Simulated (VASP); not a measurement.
A run of VASP 6.6.1 is set up as follows.

Contents of INCAR:

```
SYSTEM = HfB
PREC = Accurate
ENCUT = 500
EDIFF = 1E-7
ISMEAR = -1
SIGMA = 0.1
LREAL = .FALSE.
LASPH = .TRUE.
NELM = 120
ALGO = Normal
ISIF = 3
LWAVE = .FALSE.
LCHARG = .FALSE.
GGA = PE
IBRION = 2
NSW = 80
EDIFFG = -0.03
GGA_COMPAT = .FALSE.
NELMIN = 4
```

The input KPOINTS:

```
regular mesh
0
G
  8 8 8
  0 0 0
```

Contents of POSCAR:

```
HfB
1.0
    0.0000000000      2.3100000000      2.3100000000
    2.3100000000      0.0000000000      2.3100000000
    2.3100000000      2.3100000000      0.0000000000
Hf B
1 1
Direct
    0.0000000000      0.0000000000      0.0000000000
    0.5000000000      0.5000000000      0.5000000000
```

Potentials or basis: VASP PAW PBE potentials, release 64 (Hf_pv, B).

Launch:

```bash
$ cat potpaw_PBE.64/Hf_pv/POTCAR potpaw_PBE.64/B/POTCAR > POTCAR
$ mpirun -np 1 vasp_std > vasp.out
```

(1) What does it give for the space group after relaxing (to 0.1 Å)?

(2) What does it give for the relaxed cell?

(3) Estimate the band gap on the k mesh.

(4) Predict the relaxed volume.

## Answers

(1) Fm-3m (No. 225).

(2) a = 3.421 Å, b = 3.421 Å, c = 3.421 Å, α = 60.00°, β = 60.00°, γ = 60.00°.

(3) zero (an odd number of electrons rules out a gap without spin polarisation).

(4) 14.15 Å³/atom.

Caveat: spin-orbit coupling is left out, which moves the levels of the heavy elements.
